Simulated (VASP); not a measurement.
# Os (P6_3/mmc) in VASP: notebook, part 2 of 2

VASP 6.6.1. Earlier steps stand in the parts before.

## (4) Single point, LDA

Input file INCAR:

```
SYSTEM = Os
  PREC = Accurate
  ENCUT = 520
  EDIFF = 1E-6
  ISMEAR = 1
  SIGMA = 0.1
  LREAL = .FALSE.
  LASPH = .TRUE.
  NELM = 80
  ALGO = Normal
  ISIF = 2
  LWAVE = .FALSE.
  LCHARG = .FALSE.
  NBANDS = 15
```

Input file KPOINTS:

```
Automatic mesh
0
G
  13 13 8
  0 0 0
```

Input file POSCAR:

```
Os
1.0
    2.7175247593      0.0000000000      0.0000000000
   -1.3587623796      2.3534454770      0.0000000000
    0.0000000000      0.0000000000      4.2844606214
Os
2
Direct
    0.3333333333      0.6666666667      0.2500000000
    0.6666666667      0.3333333333      0.7500000000
```

Potentials or basis: VASP PAW LDA potentials, release 64 (Os).

The run is started by

```bash
> cat potpaw_LDA.64/Os/POTCAR > POTCAR
> mpirun -np 1 vasp_std > vasp.out
```

OUTCAR:

```text
SYSTEM = Os
   PREC = Accurate
   ENCUT = 520
   EDIFF = 1E-6
   ISMEAR = 1
   LREAL = .FALSE.
   LASPH = .TRUE.
   NELM = 80
   ISIF = 2

 ion  position               nearest neighbor table
   1  0.333  0.667  0.250-   2 2.66   2 2.66   2 2.66   2 2.66   2 2.66   2 2.66
   2  0.667  0.333  0.750-   1 2.66   1 2.66   1 2.66   1 2.66   1 2.66   1 2.66

  LATTYP: Found a hexagonal cell.
 ALAT       =     2.7175247593
 C/A-ratio  =     1.5766040794

  Lattice vectors:

 A1 = (   2.7175247593,   0.0000000000,   0.0000000000)
 A2 = (  -1.3587623796,   2.3534454770,   0.0000000000)
 A3 = (   0.0000000000,   0.0000000000,   4.2844606214)

Analysis of symmetry for initial positions (statically):
=====================================================================
 Subroutine PRICEL returns:
 Original cell was already a primitive cell.

 Routine SETGRP: Setting up the symmetry group for a
 hexagonal supercell.

 Subroutine GETGRP returns: Found 24 space group operations
 (whereof 12 operations were pure point group operations)
 out of a pool of 24 trial point group operations.

The static configuration has the point symmetry D_3d.
 The point group associated with its full space group is D_6h.

Analysis of symmetry for dynamics (positions and initial velocities):
=====================================================================
 Subroutine PRICEL returns:
 Original cell was already a primitive cell.

 Routine SETGRP: Setting up the symmetry group for a
 hexagonal supercell.

 Subroutine GETGRP returns: Found 24 space group operations
 (whereof 12 operations were pure point group operations)
 out of a pool of 24 trial point group operations.

The dynamic configuration has the point symmetry D_3d.
 The point group associated with its full space group is D_6h.

 Subroutine INISYM returns: Found 24 space group operations
 (whereof 12 operations are pure point group operations),
 and found     1 'primitive' translations

----------------------------------------------------------------------------------------

                                     Primitive cell

  volume of cell :      27.4015

[... 122 lines left out ...]
  volume of cell :       27.40
 maximum number of plane-waves:       756
   NGX = 11   NGY = 11   NGZ = 15

 number of electron      15.9999998 magnetization

 Free energy of the ion-electron system (eV)
  ---------------------------------------------------
  ext. energy  EPLUGINS =         0.00000000
  ---------------------------------------------------
  free energy    TOTEN  =       -25.30803431 eV

  energy without entropy =      -25.30783574  energy(sigma->0) =      -25.30796812

 E-fermi :   9.7682     XC(G=0): -14.2982

 val. band max:        9.7523353481   @ k =   0.3077   0.0769   0.2500
 cond. band min:       9.7684523003   @ k =   0.1538   0.0769   0.3750
 fundamental gap:      0.0161169522
 Fermi energy:         9.7681963435

 k-point     1 :       0.0000    0.0000    0.0000
  band No.  band energies     occupation
      1      -1.3398      2.00000
      2       1.7505      2.00000
      3       6.5414      2.00000
      4       6.5414      2.00000
      5       6.8286      2.00000
      6       7.4154      2.00000
      7       7.4154      2.00000
      8       8.0701      2.00000
      9       8.0701      2.00000
     10       9.8892     -0.07085
     11      11.4393     -0.00000
     12      11.4393     -0.00000
     13      19.0657      0.00000
     14      23.8144      0.00000
[... 401 lines left out ...]
      2       2.5738      2.00000
      3       5.5220      2.00000
      4       6.1880      2.00000
      5       6.7884      2.00000
      6       7.0242      2.00000
      7       7.7611      2.00000
      8       7.8885      2.00000
      9       8.2195      2.00000
     10       8.5454      2.00000
     11      11.8006      0.00000
     12      14.1580      0.00000
     13      19.9524      0.00000
     14      25.1836      0.00000
     15      27.2932      0.00000

 [... further k-points ...]

------------------------ aborting loop because EDIFF is reached ----------------------------------------

  FORCE on cell =-STRESS in cart. coord.  units (eV):
  Direction    XX          YY          ZZ          XY          YZ          ZX
  --------------------------------------------------------------------------------------
  -------------------------------------------------------------------------------------
  Total        0.2270008      0.2270008      0.0093456      0.0000000     -0.0000000      0.0000000
  in kB       13.2728472     13.2728472      0.5464423      0.0000000     -0.0000000      0.0000000
  external PRESSURE =       9.0307122 kB  Pullay stress =       0.0000000 kB

 VOLUME and BASIS-vectors are now :
 -----------------------------------------------------------------------------
  energy-cutoff  :      520.00
  volume of cell :       27.40
      direct lattice vectors                 reciprocal lattice vectors
     2.717524759  0.000000000  0.000000000     0.367981928  0.212454465  0.000000000
    -1.358762380  2.353445477  0.000000000     0.000000000  0.424908930  0.000000000
     0.000000000  0.000000000  4.284460621     0.000000000  0.000000000  0.233401608

 POSITION                                       TOTAL-FORCE (eV/Angst)
 -----------------------------------------------------------------------------------
     -0.00000      1.56896      1.07112         0.000000     -0.000000      0.000000
      1.35876      0.78448      3.21335        -0.000000      0.000000      0.000000
 -----------------------------------------------------------------------------------
    total drift:                               -0.000000      0.000000     -0.000000

  FREE ENERGIE OF THE ION-ELECTRON SYSTEM (eV)
  ---------------------------------------------------
  free  energy   TOTEN  =       -25.3080343146 eV

  energy  without entropy=      -25.3078357395  energy(sigma->0) =      -25.30796812
```

Run time: 18 s. Hardware: 1 thread of Intel Xeon Platinum 8488C (Sapphire Rapids), shared host; peak memory 0.15 GiB.

Results:

- Free energy: -25.3080 eV
- Pressure: 0.9 GPa
- Band gap on the k mesh: zero (bands 8 and 9 overlap by 3.94 eV)

Caveat: spin-orbit coupling is left out, which moves the levels of the heavy elements.

## (5) Single point, LDA

Input file INCAR:

```
SYSTEM = Os
PREC = Accurate
ENCUT = 520
EDIFF = 1E-6
ISMEAR = 1
SIGMA = 0.2
LREAL = .False.
LASPH = .True.
NELM = 100
ALGO = Normal
ISIF = 2
LWAVE = .False.
LCHARG = .False.
GGA = CA
NBANDS = 15
```

Input file KPOINTS:

```
Automatic mesh
0
Gamma
  13 13 8
  0 0 0
```

POSCAR is that of step 4.

The run is started by

```bash
> cat potpaw_LDA.64/Os/POTCAR > POTCAR
> mpirun -np 1 vasp_std > vasp.out
```

Wall time 18 s (1 thread of Intel Xeon Platinum 8488C (Sapphire Rapids), shared host); peak memory 0.15 GiB.

It converged, with:

```yaml
Free_energy: -25.3080 eV
Pressure: 0.9 GPa
Band_gap_on_the_k_mesh: zero (bands 8 and 9 overlap by 3.94 eV)
```

Stress tensor (GPa, compression positive):
```
 1.45  0.00  0.00
 0.00  1.45  0.00
 0.00  0.00 -0.22
```

Levels at points of the mesh, in eV from the Fermi level:
```
           k point  band 6  band 7  band 8  band 9  band 10  band 11
(0.00, 0.00, 0.00)   -2.36   -2.36   -1.71   -1.71     0.11     1.66
(0.00, 0.00, 0.50)   -3.44   -3.44   -3.44    0.85     0.85     0.85
```

Caveat: spin-orbit coupling is left out, which moves the levels of the heavy elements.

## (6) Summary

| smearing | gap on the mesh (eV) | pressure (GPa) |
| --- | --- | --- |
| methfessel-paxton 1 eV | none | 0.4 |
| methfessel-paxton 0.03 eV | none | 0.9 |
| methfessel-paxton 0.1 eV | none | 0.9 |
| methfessel-paxton 0.2 eV | none | 0.9 |

Alike in all rows: task single point; level LDA; potentials or basis VASP PAW LDA potentials, release 64 (Os); no spin polarisation; cell as given; k mesh 13 × 13 × 8; cutoff (eV) 520.

Caveats: spin-orbit coupling is left out, which moves the levels of the heavy elements; so wide a smearing shifts energies and pressures (at least some runs).

Total energies depend on the potentials used, so only differences within one code and one set of settings carry meaning.
